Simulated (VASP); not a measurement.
Runs of VASP 6.6.1 on Ag. The structure is that of space group P6_3/mmc (No. 194), or close to it. The cells are those of the table. This isn't the form of Ag at room conditions, which is fcc.

```tsv
cell	further INCAR settings	gap on the mesh (eV)	pressure (GPa)
a = 2.982, b = 2.982, c = 4.691 Å, angles 90.0, 90.0, 120.0°, 2 atoms	ALGO = Fast; EDIFF = 1e-06; NBANDS = 18	none	-7.4
a = 2.982, b = 2.982, c = 4.503 Å, angles 90.0, 90.0, 120.0°, 2 atoms	ALGO = Fast; EDIFF = 1e-06; NBANDS = 18	none	-3.4
a = 3.096, b = 3.096, c = 4.315 Å, angles 90.0, 90.0, 120.0°, 2 atoms	ALGO = Fast; EDIFF = 1e-07; NBANDS = 18	none	(b)
a = 3.096, b = 3.096, c = 4.503 Å, angles 90.0, 90.0, 120.0°, 2 atoms	ALGO = Fast; EDIFF = 1e-06; NBANDS = 18	none	(a)
a = 2.867, b = 2.867, c = 4.878 Å, angles 90.0, 90.0, 120.0°, 2 atoms	ALGO = Fast; EDIFF = 1e-06; NBANDS = 18	none	-4.2
```

Alike in all rows: task single point; level PBEsol; potentials or basis VASP PAW PBE potentials, release 64 (Ag); no spin polarisation; k mesh 24 × 24 × 14; cutoff (eV) 520; smearing gaussian 0.15 eV.

Q: Estimate the missing entries.

A: (a) -8.5; (b) -4.4.

Caveats: the PAW data sets were made with another functional, which shifts forces and pressure a little; the cell stands under tension (at least some runs); the stress differs along the axes, from -6 to 1 GPa (at least some runs); the stress differs along the axes, from -8 to 2 GPa (at least some runs); the stress differs along the axes, from -11 to -4 GPa (at least some runs).

A k mesh can miss the band edges, and the runs leave out spin-orbit coupling on Ag.

A gap of «none» marks levels without a gap at the run's occupations.
